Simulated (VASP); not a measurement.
# SrO in VASP: single point with PBE

Aim: the single point of SrO with PBE.

Everything below comes from runs of VASP 6.6.1. Logs are shortened: lines on timing, memory, paths and dates and some standing lists are left out, and cuts for length are marked.

**1. The cell of the first run**

The cell holds a wire or tube with vacuum around it, 2 atoms: a = 10.100 Å, b = 9.300 Å, c = 4.303 Å, α = 90.00°, β = 90.00°, γ = 90.00°.

**2. Single point, PBE, collinear spin, ferromagnetic start**

File INCAR:

```
ALGO = Normal
EDIFF = 1E-6
ENCUT = 1000
GGA = PE
GGA_COMPAT = F
ISIF = 2
ISMEAR = 0
ISPIN = 2
LASPH = T
LCHARG = F
LORBIT = 11
LREAL = F
LWAVE = F
MAGMOM = 0.5 0.5
NBANDS = 19
NELM = 200
PREC = Accurate
SIGMA = 0.05
```

File KPOINTS:

```
k-points
0
Gamma
  1 1 15
```

File POSCAR:

```
SrO
1.0
   10.1000000000      0.0000000000      0.0000000000
    0.0000000000      9.3000000000      0.0000000000
    0.0000000000      0.0000000000      4.3028013227
Sr O
1 1
Direct
    0.4729804072      0.5000000000      0.0000000000
    0.5270195928      0.5000000000      0.5000000000
```

Potentials or basis: VASP PAW PBE potentials, release 64 (Sr_sv, O_h).

Started as:

```bash
$ cat potpaw_PBE.64/Sr_sv/POTCAR potpaw_PBE.64/O_h/POTCAR > POTCAR
$ mpirun -np 1 vasp_std > vasp.out
```

OUTCAR:

```text
EDIFF = 1E-6
   ENCUT = 1000
   GGA = PE
   ISIF = 2
   ISMEAR = 0
   ISPIN = 2
   LASPH = T
   LORBIT = 11
   LREAL = F
   NELM = 200
   PREC = Accurate

 ion  position               nearest neighbor table
   1  0.473  0.500  0.000-   2 2.22   2 2.22
   2  0.527  0.500  0.500-   1 2.22   1 2.22

  LATTYP: Found a simple orthorhombic cell.
 ALAT       =     4.3028013227
 B/A-ratio  =     2.1613826209
 C/A-ratio  =     2.3473080076

  Lattice vectors:

 A1 = (   0.0000000000,   0.0000000000,  -4.3028013227)
 A2 = (   0.0000000000,   9.3000000000,   0.0000000000)
 A3 = (  10.1000000000,   0.0000000000,   0.0000000000)

Analysis of symmetry for initial positions (statically):
=====================================================================
 Subroutine PRICEL returns:
 Original cell was already a primitive cell.

 Routine SETGRP: Setting up the symmetry group for a
 simple orthorhombic supercell.

 Subroutine GETGRP returns: Found  4 space group operations
 (whereof  4 operations were pure point group operations)
 out of a pool of  8 trial point group operations.

The static configuration has the point symmetry C_2v.

Analysis of symmetry for dynamics (positions and initial velocities):
=====================================================================
 Subroutine PRICEL returns:
 Original cell was already a primitive cell.

 Routine SETGRP: Setting up the symmetry group for a
 simple orthorhombic supercell.

 Subroutine GETGRP returns: Found  4 space group operations
 (whereof  4 operations were pure point group operations)
 out of a pool of  8 trial point group operations.

The dynamic configuration has the point symmetry C_2v.

Analysis of structural, dynamic, and magnetic symmetry:
=====================================================================
 Subroutine PRICEL returns:
 Original cell was already a primitive cell.

 Routine SETGRP: Setting up the symmetry group for a
 simple orthorhombic supercell.

 Subroutine GETGRP returns: Found  4 space group operations
 (whereof  4 operations were pure point group operations)
 out of a pool of  8 trial point group operations.

The overall configuration has the point symmetry C_2v.

 Subroutine INISYM returns: Found  4 space group operations
 (whereof  4 operations are pure point group operations),
 and found     1 'primitive' translations

----------------------------------------------------------------------------------------

                                     Primitive cell

  volume of cell :     404.1621

  direct lattice vectors                    reciprocal lattice vectors
    10.100000000  0.000000000  0.000000000     0.099009901  0.000000000  0.000000000
     0.000000000  9.300000000  0.000000000     0.000000000  0.107526882  0.000000000
     0.000000000  0.000000000  4.302801323     0.000000000  0.000000000  0.232406733

  length of vectors
    10.100000000  9.300000000  4.302801323     0.099009901  0.107526882  0.232406733

  position of ions in fractional coordinates (direct lattice)
     0.472980407  0.500000000  0.000000000
     0.527019593  0.500000000  0.500000000

  ion indices of the primitive-cell ions
   primitive index   ion index
                 1           1
                 2           2

----------------------------------------------------------------------------------------

 KPOINTS: k-points

Automatic generation of k-mesh.
 Grid dimensions read from file:
 generate k-points for:    1    1   15

 Generating k-lattice:

  Cartesian coordinates                     Fractional coordinates (reciprocal lattice)
     0.099009901  0.000000000  0.000000000     1.000000000  0.000000000  0.000000000
     0.000000000  0.107526882  0.000000000     0.000000000  1.000000000  0.000000000
     0.000000000  0.000000000  0.015493782     0.000000000  0.000000000  0.066666667

  Length of vectors
     0.099009901  0.107526882  0.015493782

  Shift w.r.t. Gamma in fractional coordinates (k-lattice)
     0.000000000  0.000000000  0.000000000

 Subroutine IBZKPT returns following result:
 ===========================================

 Found      8 irreducible k-points:

 Following reciprocal coordinates:
            Coordinates               Weight
  0.000000  0.000000  0.000000      1.000000
  0.000000  0.000000  0.066667      2.000000
  0.000000  0.000000  0.133333      2.000000
  0.000000  0.000000  0.200000      2.000000
  0.000000  0.000000  0.266667      2.000000
  0.000000  0.000000  0.333333      2.000000
  0.000000  0.000000  0.400000      2.000000
  0.000000  0.000000  0.466667      2.000000
   k-points           NKPTS =      8   k-points in BZ     NKDIM =      8   number of bands    NBANDS=     19
   number of dos      NEDOS =    301   number of ions     NIONS =      2
   total plane-waves  NPLWV = 497664
   dimension x,y,z NGX =   108 NGY =   96 NGZ =   48
   dimension x,y,z NGXF=   216 NGYF=  192 NGZF=   96
   ions per type =               1   1
   NGX,Y,Z   is equivalent  to a cutoff of  17.78, 17.16, 18.55 a.u.
   NGXF,Y,Z  is equivalent  to a cutoff of  35.55, 34.32, 37.09 a.u.
 SYSTEM =  unknown system
   PREC   = accura    normal or accurate (medium, high low for compatibility)
   ISTART =      0    job   : 0-new  1-cont  2-samecut
   ICHARG =      2    charge: 1-file 2-atom 10-const
   ISPIN  =      2    spin polarized calculation?
   LNONCOLLINEAR =      F non collinear calculations
   LSORBIT =      F    spin-orbit coupling
   LASPH  =      T    aspherical Exc in radial PAW
   ENCUT  = 1000.0 eV  73.50 Ry    8.57 a.u.  26.04 23.98 11.09*2*pi/ulx,y,z
   NELM   =    200;   NELMIN=  2; NELMDL= -5     # of ELM steps
   EDIFF  = 0.1E-05   stopping-criterion for ELM
   LREAL  =      F    real-space projection
   EDIFFG = 0.1E-04   stopping-criterion for IOM
   NSW    =      0    number of steps for IOM
   IBRION =     -1    ionic relax: 0-MD 1-quasi-New 2-CG
   NFREE  =      0    steps in history (QN), initial steepest desc. (CG)
   ISIF   =      2    stress and relaxation
   ISYM   =      2    0-nonsym 1-usesym 2-fastsym
   POTIM  = 0.5000    time-step for ionic-motion
   TEBEG  =    0.0;   TEEND  =   0.0 temperature during run
   PSTRESS=    0.0 pullay stress
   NELECT =      16.0000    total number of electrons
   NUPDOWN=      -1.0000    fix difference up-down
   EMIN   =  10.00;   EMAX   =-10.00  energy-range for DOS
   EFERMI =   0.00;   METHOD = LEGACY
   ISMEAR =     0;   SIGMA  =   0.05  broadening in eV -4-tet -1-fermi 0-gaus
   EFERMI_NEDOS =   21; number of points for ismear=-14 and -15
   IALGO  =     38    algorithm
   IMIX   =      4    mixing-type and parameters
     AMIX     =   0.40;   BMIX     =  1.00
     AMIX_MAG =   1.60;   BMIX_MAG =  1.00
  volume/ion in A,a.u.               =     202.08      1363.71
  Fermi-wavevector in a.u.,A,eV,Ry     =   0.557951  1.054375  4.235625  0.311310
  Thomas-Fermi vector in A             =   1.592766
   LORBIT       =     11    0 simple, 1 ext, 2 COOP (PROOUT), +10 PAW based schemes
   GGA     = PE    functional components
   LHFCALC =     F    Hartree Fock is set to
   AEXX    =    0.0000 exact exchange contribution
   IVDW    =     0    specifies the selected vdW correction
   LEPSILON=     F    determine dielectric tensor
   LRPA    =     F    only Hartree local field effects (RPA)
 spin polarized calculation
 Gauss-broadening in eV      SIGMA  =   0.05
  energy-cutoff  :     1000.00
  volume of cell :      404.16
 maximum number of plane-waves:     29034
 NGX is ok and might be reduce to   108
   NGX = 53   NGY = 47   NGZ = 23

 number of electron      16.0000001 magnetization       0.0000045

 number of electron      16.0000001 magnetization      -0.0000015

 Free energy of the ion-electron system (eV)
  ---------------------------------------------------
  ext. energy  EPLUGINS =         0.00000000
  ---------------------------------------------------
  free energy    TOTEN  =        -9.36111697 eV

  energy without entropy =       -9.36111697  energy(sigma->0) =       -9.36111697

 E-fermi :  -2.1728     XC(G=0):  -1.9374

 val. band max:       -2.4377502793   @ k =   0.0000   0.0000   0.1333
 cond. band min:      -1.3992633581   @ k =   0.0000   0.0000   0.0000
 fundamental gap:      1.0384869212
 Fermi energy:        -2.1727784072

 spin component 1

 k-point     1 :       0.0000    0.0000    0.0000
  band No.  band energies     occupation
      1     -36.7985      1.00000
      2     -19.2185      1.00000
      3     -19.1216      1.00000
      4     -18.6116      1.00000
      5     -17.2856      1.00000
      6      -3.2599      1.00000
[... 11 lines left out ...]
     18       3.0275      0.00000
     19       3.8202      0.00000

 k-point     2 :       0.0000    0.0000    0.0667
  band No.  band energies     occupation
      1     -36.7979      1.00000
      2     -19.2341      1.00000
      3     -19.1208      1.00000
      4     -18.7118      1.00000
      5     -17.1426      1.00000
      6      -3.3203      1.00000
[... 11 lines left out ...]
     18       3.0571      0.00000
     19       3.2171      0.00000

 k-point     3 :       0.0000    0.0000    0.1333
  band No.  band energies     occupation
      1     -36.7964      1.00000
      2     -19.3023      1.00000
      3     -19.1187      1.00000
      4     -18.8944      1.00000
      5     -16.8142      1.00000
      6      -3.4646      1.00000
[... 81 lines left out ...]
  band No.  band energies     occupation
      1     -36.7868      1.00000
      2     -19.9721      1.00000
      3     -19.1058      1.00000
      4     -19.0642      1.00000
      5     -15.4666      1.00000
      6      -3.9232      1.00000
[... 11 lines left out ...]
     18       3.3348      0.00000
     19       3.7560      0.00000

 k-point     8 :       0.0000    0.0000    0.4667
  band No.  band energies     occupation
      1     -36.7857      1.00000
      2     -20.0385      1.00000
      3     -19.1043      1.00000
      4     -19.0653      1.00000
      5     -15.3361      1.00000
      6      -3.9318      1.00000
[... 11 lines left out ...]
     18       3.1400      0.00000
     19       3.5268      0.00000
 Fermi energy:        -2.1727784072

 spin component 2

 k-point     1 :       0.0000    0.0000    0.0000
  band No.  band energies     occupation
      1     -36.7985      1.00000
      2     -19.2185      1.00000
      3     -19.1216      1.00000
      4     -18.6116      1.00000
      5     -17.2855      1.00000
      6      -3.2599      1.00000
[... 11 lines left out ...]
     18       3.0309      0.00000
     19       3.2486      0.00000

 k-point     2 :       0.0000    0.0000    0.0667
  band No.  band energies     occupation
      1     -36.7979      1.00000
      2     -19.2341      1.00000
      3     -19.1208      1.00000
      4     -18.7118      1.00000
      5     -17.1426      1.00000
      6      -3.3203      1.00000
[... 11 lines left out ...]
     18       3.0606      0.00000
     19       3.2171      0.00000

 k-point     3 :       0.0000    0.0000    0.1333
  band No.  band energies     occupation
      1     -36.7964      1.00000
      2     -19.3023      1.00000
      3     -19.1187      1.00000
      4     -18.8944      1.00000
      5     -16.8142      1.00000
      6      -3.4646      1.00000
[... 82 lines left out ...]
      1     -36.7868      1.00000
      2     -19.9721      1.00000
      3     -19.1058      1.00000
      4     -19.0642      1.00000
      5     -15.4666      1.00000
      6      -3.9232      1.00000
[... 11 lines left out ...]
     18       3.3360      0.00000
     19       3.7583      0.00000

 k-point     8 :       0.0000    0.0000    0.4667
  band No.  band energies     occupation
      1     -36.7857      1.00000
      2     -20.0385      1.00000
      3     -19.1043      1.00000
      4     -19.0653      1.00000
      5     -15.3361      1.00000
      6      -3.9318      1.00000
[... 11 lines left out ...]
     18       3.1410      0.00000
     19       3.5295      0.00000

------------------------ aborting loop because EDIFF is reached ----------------------------------------

  FORCE on cell =-STRESS in cart. coord.  units (eV):
  Direction    XX          YY          ZZ          XY          YZ          ZX
  --------------------------------------------------------------------------------------
  -------------------------------------------------------------------------------------
  Total       -0.0412583      0.0425092      0.5832591      0.0000000      0.0000000      0.0000000
  in kB       -0.1635560      0.1685148      2.3121527      0.0000000      0.0000000      0.0000000
  external PRESSURE =       0.7723705 kB  Pullay stress =       0.0000000 kB

 VOLUME and BASIS-vectors are now :
 -----------------------------------------------------------------------------
  energy-cutoff  :     1000.00
  volume of cell :      404.16
      direct lattice vectors                 reciprocal lattice vectors
    10.100000000  0.000000000  0.000000000     0.099009901  0.000000000  0.000000000
     0.000000000  9.300000000  0.000000000     0.000000000  0.107526882  0.000000000
     0.000000000  0.000000000  4.302801323     0.000000000  0.000000000  0.232406733

 POSITION                                       TOTAL-FORCE (eV/Angst)
 -----------------------------------------------------------------------------------
      4.77710      4.65000      0.00000        -0.089950      0.000000      0.000000
      5.32290      4.65000      2.15140         0.089950      0.000000      0.000000
 -----------------------------------------------------------------------------------
    total drift:                               -0.000165     -0.000000     -0.000000

  FREE ENERGIE OF THE ION-ELECTRON SYSTEM (eV)
  ---------------------------------------------------
  free  energy   TOTEN  =        -9.3611169651 eV

  energy  without entropy=       -9.3611169651  energy(sigma->0) =       -9.36111697

 total charge

# of ion       s       p       d       tot
------------------------------------------
    1        2.006   5.800   0.322   8.128
    2        1.050   2.276   0.000   3.326
--------------------------------------------------
tot          3.056   8.076   0.322  11.454

 magnetization (x)

# of ion       s       p       d       tot
------------------------------------------
    1       -0.000   0.000  -0.000   0.000
    2       -0.000  -0.000   0.000  -0.000
--------------------------------------------------
tot         -0.000   0.000  -0.000   0.000
```

Wall time 16 min (1 thread of Intel Xeon Platinum 8259CL at 2.50GHz (Skylake/Cascade Lake), shared host); peak memory 1.5 GiB.

Results:

| Item | Value |
| --- | --- |
| Free energy | -9.3611 eV |
| Largest force | 0.090 eV/Å |
| Band gap on the k mesh | 1.04 eV (least direct gap 1.05 eV) |
| Net moment | 0.00 μB per cell |
| Valence electrons inside the program's atomic spheres | Sr 8.13; O 3.33 |

Forces on the atoms (eV/Å):
```
Sr  -0.090  0.000  0.000
O    0.090  0.000  0.000
```

Levels at points of the mesh, in eV from the valence-band top:
Spin up:
```tsv
k point	band 6	band 7	band 8	band 9	band 10	band 11
(0.00, 0.00, 0.00)	-0.82	-0.58	-0.01	1.04	2.79	2.87
```
Spin down:
```
           k point  band 6  band 7  band 8  band 9  band 10  band 11
(0.00, 0.00, 0.00)   -0.82   -0.58   -0.01    1.04     2.79     2.87
```
